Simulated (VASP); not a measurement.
# YAl2N3 (R-3m) in VASP: notebook, part 2 of 2

VASP 6.6.1. The steps go on from the part before.

**5. Single point, PBE**

This run uses another cell than the first one, of 17.45 Å³/atom.

INCAR reads:

```
PREC = Accurate
ENCUT = 520
EDIFF = 1E-6
ISMEAR = 0
SIGMA = 0.1
LREAL = False
LASPH = True
NELM = 60
ALGO = Normal
ISIF = 2
LWAVE = False
LCHARG = False
GGA = PE
NBANDS = 25
```

KPOINTS reads:

```
Automatic mesh
0
Gamma
  12 12 12
```

POSCAR reads:

```
YAl2N3
1.0
    2.8762710339      1.6606158557      3.6540835167
   -2.8762710339      1.6606158557      3.6540835167
    0.0000000000     -3.3212317113      3.6540835168
Y Al N
1 2 3
Direct
    0.5000000000      0.5000000000      0.5000000000
    0.7371761830      0.7371761830      0.7371761830
    0.2628238170      0.2628238170      0.2628238170
    0.5000000000      0.5000000000      0.0000000000
    0.0000000000      0.5000000000      0.5000000000
    0.5000000000      0.0000000000      0.5000000000
```

Potentials or basis: VASP PAW PBE potentials, release 64 (Y_sv, Al, N).

On the command line:

```
> cat potpaw_PBE.64/Y_sv/POTCAR potpaw_PBE.64/Al/POTCAR potpaw_PBE.64/N/POTCAR > POTCAR
> mpirun -np 1 vasp_std > vasp.out
```

OUTCAR:

```text
PREC = Accurate
   ENCUT = 520
   EDIFF = 1E-6
   ISMEAR = 0
   LREAL = False
   LASPH = True
   NELM = 60
   ISIF = 2
   GGA = PE

 ion  position               nearest neighbor table
   1  0.500  0.500  0.500-   5 2.47   6 2.47   6 2.47   5 2.47   4 2.47   4 2.47   2 2.60   3 2.60
                             2 3.48   3 3.48   2 3.48   3 3.48   2 3.48   3 3.48
   2  0.737  0.737  0.737-   4 1.83   5 1.83   6 1.83   1 2.60   1 3.48   1 3.48   1 3.48
   3  0.263  0.263  0.263-   4 1.83   5 1.83   6 1.83   1 2.60   1 3.48   1 3.48   1 3.48
   4  0.500  0.500  0.000-   2 1.83   3 1.83   1 2.47   1 2.47
   5  0.000  0.500  0.500-   2 1.83   3 1.83   1 2.47   1 2.47
   6  0.500  0.000  0.500-   2 1.83   3 1.83   1 2.47   1 2.47

  LATTYP: Found a trigonal (rhomboedric) cell.
 ALAT       =     4.9379050647
 COS(alpha) =     0.3214151820

  Lattice vectors:

 A1 = (   2.8762710339,   1.6606158557,   3.6540835167)
 A2 = (  -2.8762710339,   1.6606158557,   3.6540835167)
 A3 = (   0.0000000000,  -3.3212317113,   3.6540835168)

Analysis of symmetry for initial positions (statically):
=====================================================================
[... 178 lines left out ...]

  energy without entropy =      -41.07615632  energy(sigma->0) =      -41.08272791

 E-fermi :   2.9948     XC(G=0):  -9.0141

 val. band max:        2.9944676657   @ k =  -0.4167   0.2500   0.2500
 cond. band min:       2.9982226645   @ k =   0.5000   0.2500   0.1667
 fundamental gap:      0.0037549988
 Fermi energy:         2.9948480502

 k-point     1 :       0.0000    0.0000    0.0000
  band No.  band energies     occupation
      1     -38.8606      2.00000
      2     -19.0771      2.00000
      3     -18.8999      2.00000
      4     -18.8999      2.00000
      5     -11.6172      2.00000
      6     -10.0787      2.00000
[... 661 lines left out ...]
     24       9.0935      0.00000
     25      10.5819      0.00000

 [... further k-points ...]
[... 5 lines left out ...]
  --------------------------------------------------------------------------------------
  -------------------------------------------------------------------------------------
  Total       -0.0445365     -0.0445365     -0.0786110     -0.0000000      0.0000000     -0.0000000
  in kB       -0.6813941     -0.6813941     -1.2027223     -0.0000000      0.0000000     -0.0000000
  external PRESSURE =      -0.8551702 kB  Pullay stress =       0.0000000 kB

 VOLUME and BASIS-vectors are now :
 -----------------------------------------------------------------------------
  energy-cutoff  :      520.00
  volume of cell :      104.72
      direct lattice vectors                 reciprocal lattice vectors
     2.876271034  1.660615856  3.654083517     0.173836191  0.100364372  0.091222144
    -2.876271034  1.660615856  3.654083517    -0.173836191  0.100364372  0.091222144
     0.000000000 -3.321231711  3.654083517     0.000000000 -0.200728743  0.091222144

 POSITION                                       TOTAL-FORCE (eV/Angst)
 -----------------------------------------------------------------------------------
      0.00000      0.00000      5.48113        -0.000000     -0.000000     -0.000000
      0.00000      0.00000      8.08111         0.000000     -0.000000     -0.014221
      0.00000      0.00000      2.88114         0.000000      0.000000      0.014221
      0.00000      1.66062      3.65408         0.000000      0.000000      0.000000
     -1.43814     -0.83031      3.65408         0.000000     -0.000000      0.000000
      1.43814     -0.83031      3.65408        -0.000000      0.000000      0.000000
 -----------------------------------------------------------------------------------
    total drift:                                0.000000      0.000000     -0.000000

  FREE ENERGIE OF THE ION-ELECTRON SYSTEM (eV)
  ---------------------------------------------------
  free  energy   TOTEN  =       -41.0892995020 eV

  energy  without entropy=      -41.0761563162  energy(sigma->0) =      -41.08272791
```

It took 7.8 min on 1 thread of Intel Xeon Platinum 8488C (Sapphire Rapids), shared host; peak memory 0.62 GiB.

Results:

| Quantity | Value |
| --- | --- |
| Free energy | -41.0893 eV |
| Pressure | -0.1 GPa |
| Largest force | 0.014 eV/Å |
| Band gap on the k mesh | zero (bands 16 and 17 overlap by 0.88 eV) |

Forces in eV/Å, atoms in the order of the input:
```
Y    0.000  0.000  0.000
Al   0.000  0.000 -0.014
Al   0.000  0.000  0.014
N    0.000  0.000  0.000
N    0.000  0.000  0.000
N    0.000  0.000  0.000
```

**6. The runs side by side**

```csv
task,spin,cell,k mesh,cutoff (eV),gap on the mesh (eV),pressure (GPa),moment (μB),largest force (eV/Å)
relaxation of cell and atoms,off,"relaxed from a = 4.813 Å, angles 65.9°, 6 atoms, atomic positions A",6 × 6 × 6,600,none,0.0,-,0.02
single point,"collinear, ferromagnetic start","a = 4.813 Å, angles 65.9°, 6 atoms, atomic positions A",6 × 6 × 6,520,none,-5.8,0.00,3.53
single point,"collinear, ferromagnetic start","a = 4.937 Å, angles 71.3°, 6 atoms, atomic positions B",6 × 6 × 6,520,none,0.0,0.00,0.01
single point,off,"a = 4.938 Å, angles 71.3°, 6 atoms, atomic positions C",12 × 12 × 12,520,none,-0.1,-,0.01
```

Alike in all rows: level PBE; potentials or basis VASP PAW PBE potentials, release 64 (Y_sv, Al, N); smearing gaussian 0.1 eV.

Caveats: the volume moved by over 15 % at a fixed basis, so the end points are rough (at least some runs); the stress differs along the axes, from -22 to 2 GPa (at least some runs); forces of over 1 eV/Å act on the atoms, so gaps and moduli don't describe the material at rest (at least some runs).

Absolute energies hang on the potentials; compare differences alone.

The gap in the log of VASP goes by the Fermi energy; the results here count the filled bands.